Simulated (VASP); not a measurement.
# SiO2 (Fddd) in VASP: further runs, part 2 of 2

VASP 6.6.1. Earlier steps stand in the parts before.

### Step 3. Single point, PBE

Contents of INCAR:

```
SYSTEM = SiO2
ALGO = Normal
EDIFF = 1E-7
ENCUT = 520
GGA = PE
ISIF = 2
ISMEAR = 0
LASPH = .True.
LCHARG = .False.
LREAL = .False.
LWAVE = .False.
NBANDS = 44
NELM = 100
PREC = Accurate
SIGMA = 0.02
```

Contents of KPOINTS:

```
k-points
0
Gamma
  6 6 6
  0 0 0
```

Contents of POSCAR:

```
SiO2
1.0
    0.0000000000      4.7161030758      7.3817827205
    2.3582397408      0.0000000000      7.3817827205
    2.3582397408      4.7161030758      0.0000000000
Si O
4 8
Direct
    0.5628187638      0.5628187638      0.9371812362
    0.3128187638      0.3128187638      0.6871812362
    0.6871812362      0.6871812362      0.3128187638
    0.9371812362      0.9371812362      0.5628187638
    0.6250000000      0.1250000000      0.6250000000
    0.6250000000      0.6250000000      0.1250000000
    0.6250000000      0.6250000000      0.6250000000
    0.1250000000      0.6250000000      0.6250000000
    0.1832833935      0.8167166065      0.1832833935
    0.8167166065      0.1832833935      0.8167166065
    0.4332833935      0.0667166065      0.4332833935
    0.0667166065      0.4332833935      0.0667166065
```

Potentials or basis: VASP PAW PBE potentials, release 64 (Si, O).

Run with:

```console
cat potpaw_PBE.64/Si/POTCAR potpaw_PBE.64/O/POTCAR > POTCAR
mpirun -np 1 vasp_std > vasp.out
```

OUTCAR:

```text
SYSTEM = SiO2
   EDIFF = 1E-7
   ENCUT = 520
   GGA = PE
   ISIF = 2
   ISMEAR = 0
   LASPH = .True.
   LREAL = .False.
   NELM = 100
   PREC = Accurate

 ion  position               nearest neighbor table
   1  0.563  0.563  0.937-   6 1.61   7 1.61   9 1.63  10 1.63   4 3.00   4 3.00
   2  0.313  0.313  0.687-   5 1.61   8 1.61  11 1.63  12 1.63   3 3.00   3 3.00
   3  0.687  0.687  0.313-   6 1.61   7 1.61  11 1.63  12 1.63   2 3.00   2 3.00
   4  0.937  0.937  0.563-   5 1.61   8 1.61   9 1.63  10 1.63   1 3.00   1 3.00
   5  0.625  0.125  0.625-   2 1.61   4 1.61
   6  0.625  0.625  0.125-   1 1.61   3 1.61
   7  0.625  0.625  0.625-   1 1.61   3 1.61
   8  0.125  0.625  0.625-   2 1.61   4 1.61
   9  0.183  0.817  0.183-   1 1.63   4 1.63
  10  0.817  0.183  0.817-   1 1.63   4 1.63
  11  0.433  0.067  0.433-   2 1.63   3 1.63
  12  0.067  0.433  0.067-   2 1.63   3 1.63

  LATTYP: Found a face centered orthorhombic cell.
 ALAT       =     4.7164794816
 B/A-ratio  =     1.9998403870
 C/A-ratio  =     3.1302087709

  Lattice vectors:

 A1 = (   0.0000000000,   4.7161030758,   7.3817827205)
 A2 = (   2.3582397408,   0.0000000000,   7.3817827205)
 A3 = (   2.3582397408,   4.7161030758,   0.0000000000)

Analysis of symmetry for initial positions (statically):
=====================================================================
 Subroutine PRICEL returns:
 Original cell was already a primitive cell.

 Routine SETGRP: Setting up the symmetry group for a
 face centered orthorhombic supercell.

 Subroutine GETGRP returns: Found  8 space group operations
 (whereof  4 operations were pure point group operations)
 out of a pool of  8 trial point group operations.

The static configuration has the point symmetry D_2 .
 The point group associated with its full space group is D_2h.

[... 155 lines left out ...]
  Fermi-wavevector in a.u.,A,eV,Ry     =   1.195861  2.259849 19.457464  1.430083
  Thomas-Fermi vector in A             =   2.331816
   LORBIT       =      0    0 simple, 1 ext, 2 COOP (PROOUT), +10 PAW based schemes
   GGA     = PE    functional components
   LHFCALC =     F    Hartree Fock is set to
   AEXX    =    0.0000 exact exchange contribution
   IVDW    =     0    specifies the selected vdW correction
   LEPSILON=     F    determine dielectric tensor
   LRPA    =     F    only Hartree local field effects (RPA)
 non-spin polarized calculation
 Gauss-broadening in eV      SIGMA  =   0.02
  energy-cutoff  :      520.00
  volume of cell :      164.20
 maximum number of plane-waves:      4448
 NGX is ok and might be reduce to    70
   NGX = 33   NGY = 29   NGZ = 19

 number of electron      64.0000000 magnetization

 Free energy of the ion-electron system (eV)
  ---------------------------------------------------
  ext. energy  EPLUGINS =         0.00000000
  ---------------------------------------------------
  free energy    TOTEN  =       -94.72494078 eV

  energy without entropy =      -94.72494078  energy(sigma->0) =      -94.72494078

 E-fermi :   0.5699     XC(G=0):  -8.7188

 val. band max:        0.4353968052   @ k =   0.0000   0.0000   0.0000
 cond. band min:       6.1810939506   @ k =   0.0000   0.0000   0.0000
 fundamental gap:      5.7456971455
 Fermi energy:         0.5699136947

 k-point     1 :       0.0000    0.0000    0.0000
  band No.  band energies     occupation
      1     -18.9121      2.00000
      2     -18.0002      2.00000
      3     -17.9763      2.00000
      4     -16.9126      2.00000
      5     -16.8751      2.00000
      6     -16.7863      2.00000
[... 1117 lines left out ...]
     43      12.4712      0.00000
     44      12.7884      0.00000

 [... further k-points ...]
[... 5 lines left out ...]
  --------------------------------------------------------------------------------------
  -------------------------------------------------------------------------------------
  Total        3.3137399      3.0701997      3.2717750      0.0000000      0.0000000      0.0000000
  in kB       32.3345259     29.9581307     31.9250445      0.0000000      0.0000000      0.0000000
  external PRESSURE =      31.4059004 kB  Pullay stress =       0.0000000 kB

 VOLUME and BASIS-vectors are now :
 -----------------------------------------------------------------------------
  energy-cutoff  :      520.00
  volume of cell :      164.20
      direct lattice vectors                 reciprocal lattice vectors
     0.000000000  4.716103076  7.381782721    -0.212022549  0.106019735  0.067734316
     2.358239741  0.000000000  7.381782721     0.212022549 -0.106019735  0.067734316
     2.358239741  4.716103076  0.000000000     0.212022549  0.106019735 -0.067734316

 POSITION                                       TOTAL-FORCE (eV/Angst)
 -----------------------------------------------------------------------------------
      3.53736      7.07415      8.30921         0.000000      0.000000      0.033675
      2.35824      4.71610      4.61832        -0.000000      0.000000      0.033675
      2.35824      4.71610     10.14525        -0.000000      0.000000     -0.033675
      3.53736      7.07415     13.83614         0.000000      0.000000     -0.033675
      1.76868      5.89513      5.53634        -0.000000     -0.000000      0.000000
      1.76868      3.53708      9.22723         0.000000      0.000000      0.000000
      2.94780      5.89513      9.22723         0.000000      0.000000      0.000000
      2.94780      3.53708      5.53634        -0.000000      0.000000      0.000000
      2.35824      1.72877      7.38178        -0.000000      0.000552      0.000000
      2.35824      7.70344      7.38178        -0.000000     -0.000552      0.000000
      1.17912      4.08682      3.69089         0.000000      0.000552      0.000000
      1.17912      0.62928      3.69089         0.000000     -0.000552      0.000000
 -----------------------------------------------------------------------------------
    total drift:                               -0.000000      0.000000     -0.000000

  FREE ENERGIE OF THE ION-ELECTRON SYSTEM (eV)
  ---------------------------------------------------
  free  energy   TOTEN  =       -94.7249407816 eV

  energy  without entropy=      -94.7249407816  energy(sigma->0) =      -94.72494078
```

stdout:

```text
POSCAR found type information on POSCAR SiO
 POSCAR found :  2 types and      12 ions
 scaLAPACK will be used
 LDA part: xc-table for (Slater+PW92), standard interpolation
 POSCAR, INCAR and KPOINTS ok, starting setup
 FFT: planning ... GRIDC
 FFT: planning ... GRID_SOFT
 FFT: planning ... GRID
 WAVECAR not read
 entering main loop
```

Wall time 4.5 min (1 thread of Intel Xeon 6975P-C (Granite Rapids), shared host); peak memory 0.51 GiB.

What came out:

| Item | Value |
| --- | --- |
| Free energy | -94.7249 eV |
| Pressure | 3.1 GPa |
| Largest force | 0.034 eV/Å |
| Band gap on the k mesh | 5.75 eV |

Forces in eV/Å, atoms in the order of the input:
```
Si   0.000  0.000  0.034
Si   0.000  0.000  0.034
Si   0.000  0.000 -0.034
Si   0.000  0.000 -0.034
O    0.000  0.000  0.000
O    0.000  0.000  0.000
O    0.000  0.000  0.000
O    0.000  0.000  0.000
O    0.000  0.001  0.000
O    0.000 -0.001  0.000
O    0.000  0.001  0.000
O    0.000 -0.001  0.000
```

Caveat: the cell stands under pressure. A k mesh can miss the band edges.

### Step 4. Single point, PBE (14.44 Å³/atom)

This run uses another cell than the first one, of 14.44 Å³/atom.

Contents of INCAR:

```
SYSTEM = SiO2
PREC = Accurate
ENCUT = 520
EDIFF = 1E-6
ISMEAR = 0
SIGMA = 0.02
LREAL = .False.
LASPH = .True.
NELM = 80
ALGO = Normal
ISIF = 2
LWAVE = .False.
LCHARG = .False.
GGA = PE
NBANDS = 44
```

Contents of KPOINTS:

```
regular mesh
0
Gamma
  6 6 6
  0 0 0
```

Contents of POSCAR:

```
SiO2
1.0
    0.0000000000      4.8147695819      7.4850904433
    2.4047504807      0.0000000000      7.4850904433
    2.4047504807      4.8147695819      0.0000000000
Si O
4 8
Direct
    0.5635202118      0.5635202118      0.9364797882
    0.3135202118      0.3135202118      0.6864797882
    0.6864797882      0.6864797882      0.3135202118
    0.9364797882      0.9364797882      0.5635202118
    0.6250000000      0.1250000000      0.6250000000
    0.6250000000      0.6250000000      0.1250000000
    0.6250000000      0.6250000000      0.6250000000
    0.1250000000      0.6250000000      0.6250000000
    0.1896507170      0.8103492830      0.1896507170
    0.8103492830      0.1896507170      0.8103492830
    0.4396507170      0.0603492830      0.4396507170
    0.0603492830      0.4396507170      0.0603492830
```

Potentials or basis: VASP PAW PBE potentials, release 64 (Si, O).

Run with:

```console
cat potpaw_PBE.64/Si/POTCAR potpaw_PBE.64/O/POTCAR > POTCAR
mpirun -np 1 vasp_std > vasp.out
```

OUTCAR:

```text
SYSTEM = SiO2
   PREC = Accurate
   ENCUT = 520
   EDIFF = 1E-6
   ISMEAR = 0
   LREAL = .False.
   LASPH = .True.
   NELM = 80
   ISIF = 2
   GGA = PE

 ion  position               nearest neighbor table
   1  0.564  0.564  0.936-   6 1.63   7 1.63   9 1.64  10 1.64   4 3.07   4 3.07
   2  0.314  0.314  0.686-   5 1.63   8 1.63  11 1.64  12 1.64   3 3.07   3 3.07
   3  0.686  0.686  0.314-   6 1.63   7 1.63  11 1.64  12 1.64   2 3.07   2 3.07
   4  0.936  0.936  0.564-   5 1.63   8 1.63   9 1.64  10 1.64   1 3.07   1 3.07
   5  0.625  0.125  0.625-   2 1.63   4 1.63
   6  0.625  0.625  0.125-   1 1.63   3 1.63
   7  0.625  0.625  0.625-   1 1.63   3 1.63
   8  0.125  0.625  0.625-   2 1.63   4 1.63
   9  0.190  0.810  0.190-   1 1.64   4 1.64
  10  0.810  0.190  0.810-   1 1.64   4 1.64
  11  0.440  0.060  0.440-   2 1.64   3 1.64
  12  0.060  0.440  0.060-   2 1.64   3 1.64

  LATTYP: Found a face centered orthorhombic cell.
 ALAT       =     4.8095009614
 B/A-ratio  =     2.0021909219
 C/A-ratio  =     3.1126266544

  Lattice vectors:

 A1 = (   0.0000000000,   4.8147695819,   7.4850904433)
 A2 = (   2.4047504807,   0.0000000000,   7.4850904433)
 A3 = (   2.4047504807,   4.8147695819,   0.0000000000)

Analysis of symmetry for initial positions (statically):
=====================================================================
 Subroutine PRICEL returns:
 Original cell was already a primitive cell.

 Routine SETGRP: Setting up the symmetry group for a
 face centered orthorhombic supercell.

 Subroutine GETGRP returns: Found  8 space group operations
 (whereof  4 operations were pure point group operations)
 out of a pool of  8 trial point group operations.

The static configuration has the point symmetry D_2 .
 The point group associated with its full space group is D_2h.

[... 155 lines left out ...]
  Fermi-wavevector in a.u.,A,eV,Ry     =   1.174476  2.219437 18.767777  1.379393
  Thomas-Fermi vector in A             =   2.310872
   LORBIT       =      0    0 simple, 1 ext, 2 COOP (PROOUT), +10 PAW based schemes
   GGA     = PE    functional components
   LHFCALC =     F    Hartree Fock is set to
   AEXX    =    0.0000 exact exchange contribution
   IVDW    =     0    specifies the selected vdW correction
   LEPSILON=     F    determine dielectric tensor
   LRPA    =     F    only Hartree local field effects (RPA)
 non-spin polarized calculation
 Gauss-broadening in eV      SIGMA  =   0.02
  energy-cutoff  :      520.00
  volume of cell :      173.33
 maximum number of plane-waves:      4696
 NGX is ok and might be reduce to    70
   NGX = 33   NGY = 29   NGZ = 21

 number of electron      63.9999997 magnetization

 Free energy of the ion-electron system (eV)
  ---------------------------------------------------
  ext. energy  EPLUGINS =         0.00000000
  ---------------------------------------------------
  free energy    TOTEN  =       -94.72670141 eV

  energy without entropy =      -94.72670141  energy(sigma->0) =      -94.72670141

 E-fermi :   0.2460     XC(G=0):  -8.4686

 val. band max:        0.1273711253   @ k =   0.0000   0.0000   0.0000
 cond. band min:       5.5230864208   @ k =   0.0000   0.0000   0.0000
 fundamental gap:      5.3957152955
 Fermi energy:         0.2460030416

 k-point     1 :       0.0000    0.0000    0.0000
  band No.  band energies     occupation
      1     -19.0890      2.00000
      2     -18.2206      2.00000
      3     -18.2062      2.00000
      4     -17.2176      2.00000
      5     -17.1703      2.00000
      6     -17.0762      2.00000
[... 1117 lines left out ...]
     43      11.7155      0.00000
     44      11.9711      0.00000

 [... further k-points ...]
[... 5 lines left out ...]
  --------------------------------------------------------------------------------------
  -------------------------------------------------------------------------------------
  Total       -3.4995002     -3.7036125     -3.5572976      0.0000000      0.0000000      0.0000000
  in kB      -32.3477459    -34.2344648    -32.8819986      0.0000000      0.0000000      0.0000000
  external PRESSURE =     -33.1547364 kB  Pullay stress =       0.0000000 kB

 VOLUME and BASIS-vectors are now :
 -----------------------------------------------------------------------------
  energy-cutoff  :      520.00
  volume of cell :      173.33
      direct lattice vectors                 reciprocal lattice vectors
     0.000000000  4.814769582  7.485090443    -0.207921780  0.103847129  0.066799460
     2.404750481  0.000000000  7.485090443     0.207921780 -0.103847129  0.066799460
     2.404750481  4.814769582  0.000000000     0.207921780  0.103847129 -0.066799460

 POSITION                                       TOTAL-FORCE (eV/Angst)
 -----------------------------------------------------------------------------------
      3.60713      7.22215      8.43600        -0.000000      0.000000      0.027187
      2.40475      4.81477      4.69345        -0.000000     -0.000000      0.027187
      2.40475      4.81477     10.27673        -0.000000     -0.000000     -0.027187
      3.60713      7.22215     14.01927        -0.000000      0.000000     -0.027187
      1.80356      6.01846      5.61382        -0.000000     -0.000000      0.000000
      1.80356      3.61108      9.35636         0.000000     -0.000000      0.000000
      3.00594      6.01846      9.35636         0.000000     -0.000000      0.000000
      3.00594      3.61108      5.61382        -0.000000     -0.000000      0.000000
      2.40475      1.82625      7.48509        -0.000000      0.002494      0.000000
      2.40475      7.80329      7.48509        -0.000000     -0.002494      0.000000
      1.20238      4.23363      3.74255         0.000000      0.002494      0.000000
      1.20238      0.58114      3.74255         0.000000     -0.002494      0.000000
 -----------------------------------------------------------------------------------
    total drift:                                0.000000      0.000000     -0.000000

  FREE ENERGIE OF THE ION-ELECTRON SYSTEM (eV)
  ---------------------------------------------------
  free  energy   TOTEN  =       -94.7267014075 eV

  energy  without entropy=      -94.7267014075  energy(sigma->0) =      -94.72670141
```

OSZICAR:

```text
N       E                     dE             d eps       ncg     rms          rms(c)
DAV:   1     0.401156765110E+03    0.40116E+03   -0.32910E+04  4048   0.133E+03
DAV:   2    -0.760879633625E+02   -0.47724E+03   -0.46257E+03  5144   0.310E+02
DAV:   3    -0.106965457870E+03   -0.30877E+02   -0.30728E+02  5096   0.840E+01
DAV:   4    -0.107371267622E+03   -0.40581E+00   -0.40511E+00  4968   0.106E+01
DAV:   5    -0.107378511461E+03   -0.72438E-02   -0.72379E-02  5004   0.138E+00    0.283E+01
DAV:   6    -0.946670800392E+02    0.12711E+02   -0.49683E+01  4776   0.323E+01    0.132E+01
DAV:   7    -0.947122027863E+02   -0.45123E-01   -0.14028E+00  4680   0.500E+00    0.486E+00
DAV:   8    -0.947101917892E+02    0.20110E-02   -0.59238E-02  4980   0.159E+00    0.196E+00
DAV:   9    -0.947244511811E+02   -0.14259E-01   -0.36884E-02  4448   0.122E+00    0.371E-01
DAV:  10    -0.947265919921E+02   -0.21408E-02   -0.40825E-03  4672   0.301E-01    0.126E-01
DAV:  11    -0.947266854638E+02   -0.93472E-04   -0.59695E-04  4708   0.137E-01    0.276E-02
DAV:  12    -0.947266974455E+02   -0.11982E-04   -0.92052E-05  4784   0.447E-02    0.203E-02
DAV:  13    -0.947267004852E+02   -0.30398E-05   -0.99516E-06  4768   0.165E-02    0.639E-03
DAV:  14    -0.947267014075E+02   -0.92231E-06   -0.50160E-07  3280   0.445E-03
   1 F= -.94726701E+02 E0= -.94726701E+02  d E =-.274068E-19
```

Wall time 4.7 min (1 thread of Intel Xeon 6975P-C (Granite Rapids), shared host); peak memory 0.56 GiB.

What came out:

```
Free energy            : -94.7267 eV
Pressure               : -3.3 GPa
Largest force          : 0.027 eV/Å
Band gap on the k mesh : 5.40 eV
```

Forces on the atoms (eV/Å):
```
Si   0.000  0.000  0.027
Si   0.000  0.000  0.027
Si   0.000  0.000 -0.027
Si   0.000  0.000 -0.027
O    0.000  0.000  0.000
O    0.000  0.000  0.000
O    0.000  0.000  0.000
O    0.000  0.000  0.000
O    0.000  0.002  0.000
O    0.000 -0.002  0.000
O    0.000  0.002  0.000
O    0.000 -0.002  0.000
```

Levels at points of the mesh, in eV from the valence-band top:
| k point | band 28 | band 29 | band 30 | band 31 | band 32 | band 33 | band 34 | band 35 | band 36 | band 37 |
| --- | --- | --- | --- | --- | --- | --- | --- | --- | --- | --- |
| (0.00, 0.00, 0.00) | -0.70 | -0.67 | -0.43 | -0.07 | 0.00 | 5.40 | 7.98 | 8.17 | 8.22 | 8.55 |
| (0.50, 0.00, 0.00) | -0.94 | -0.61 | -0.57 | -0.33 | -0.27 | 7.62 | 8.31 | 8.42 | 9.19 | 9.50 |
| (0.50, 0.50, 0.00) | -0.76 | -0.61 | -0.61 | -0.18 | -0.18 | 6.53 | 6.53 | 8.54 | 8.54 | 8.93 |
| (0.50, 0.00, 0.50) | -1.36 | -0.82 | -0.82 | -0.24 | -0.24 | 7.52 | 7.52 | 9.32 | 9.32 | 9.98 |
| (0.00, 0.50, 0.50) | -1.18 | -0.87 | -0.87 | -0.11 | -0.11 | 7.71 | 7.71 | 8.78 | 8.78 | 9.65 |

Caveat: the cell stands under tension. A k mesh can miss the band edges.

### Step 5. Single point, PBE

This run uses another cell than the first one, of 14.44 Å³/atom.

Contents of INCAR:

```
SYSTEM = SiO2
PREC = Accurate
ENCUT = 520
EDIFF = 1E-6
ISMEAR = 1
SIGMA = 0.02
LREAL = .FALSE.
LASPH = .TRUE.
NELM = 100
ALGO = Normal
ISIF = 2
LWAVE = .FALSE.
LCHARG = .FALSE.
GGA = PE
NBANDS = 44
```

Contents of KPOINTS:

```
Automatic mesh
0
G
  6 6 6
  0 0 0
```

POSCAR is that of step 4.

Run with:

```console
cat potpaw_PBE.64/Si/POTCAR potpaw_PBE.64/O/POTCAR > POTCAR
mpirun -np 1 vasp_std > vasp.out
```

Run time: 4.7 min. Hardware: 1 thread of Intel Xeon 6975P-C (Granite Rapids), shared host; peak memory 0.55 GiB.

It converged, with:

| Item | Value |
| --- | --- |
| Free energy | -94.7267 eV |
| Pressure | -3.3 GPa |
| Largest force | 0.027 eV/Å |
| Band gap on the k mesh | 5.40 eV |

Forces in eV/Å, atoms in the order of the input:
```
Si   0.000  0.000  0.027
Si   0.000  0.000  0.027
Si   0.000  0.000 -0.027
Si   0.000  0.000 -0.027
O    0.000  0.000  0.000
O    0.000  0.000  0.000
O    0.000  0.000  0.000
O    0.000  0.000  0.000
O    0.000  0.002  0.000
O    0.000 -0.002  0.000
O    0.000  0.002  0.000
O    0.000 -0.002  0.000
```

Stress tensor (GPa, compression positive):
```
-3.23  0.00  0.00
 0.00 -3.42  0.00
 0.00  0.00 -3.29
```

Levels at points of the mesh, in eV from the valence-band top:
```tsv
k point	band 28	band 29	band 30	band 31	band 32	band 33	band 34	band 35	band 36	band 37
(0.00, 0.00, 0.00)	-0.70	-0.67	-0.43	-0.07	0.00	5.40	7.98	8.17	8.22	8.55
(0.50, 0.00, 0.00)	-0.94	-0.61	-0.57	-0.33	-0.27	7.62	8.31	8.42	9.19	9.50
(0.50, 0.50, 0.00)	-0.76	-0.61	-0.61	-0.18	-0.18	6.53	6.53	8.54	8.54	8.93
(0.50, 0.00, 0.50)	-1.36	-0.82	-0.82	-0.24	-0.24	7.52	7.52	9.32	9.32	9.98
(0.00, 0.50, 0.50)	-1.18	-0.87	-0.87	-0.11	-0.11	7.71	7.71	8.78	8.78	9.65
```

Caveat: the cell stands under tension.

### Step 6. Overview

| cell | smearing | gap on the mesh (eV) | pressure (GPa) | largest force (eV/Å) |
| --- | --- | --- | --- | --- |
| a = 8.760, b = 7.749, c = 5.273 Å, angles 82.2, 61.2, 36.6°, 12 atoms, atomic positions A | gaussian 0.02 eV | 5.75 | 3.1 | 0.03 |
| a = 8.900, b = 7.862, c = 5.382 Å, angles 82.1, 61.1, 36.8°, 12 atoms, atomic positions B | gaussian 0.02 eV | 5.40 | -3.3 | 0.03 |
| a = 8.900, b = 7.862, c = 5.382 Å, angles 82.1, 61.1, 36.8°, 12 atoms, atomic positions B | methfessel-paxton 0.02 eV | 5.40 | -3.3 | 0.03 |

Alike in all rows: task single point; level PBE; potentials or basis VASP PAW PBE potentials, release 64 (Si, O); no spin polarisation; k mesh 6 × 6 × 6; cutoff (eV) 520.

Caveats: the cell stands under tension (at least some runs); the cell stands under pressure (at least some runs).

Total energies depend on the potentials used, so only differences within one code and one set of settings carry meaning.
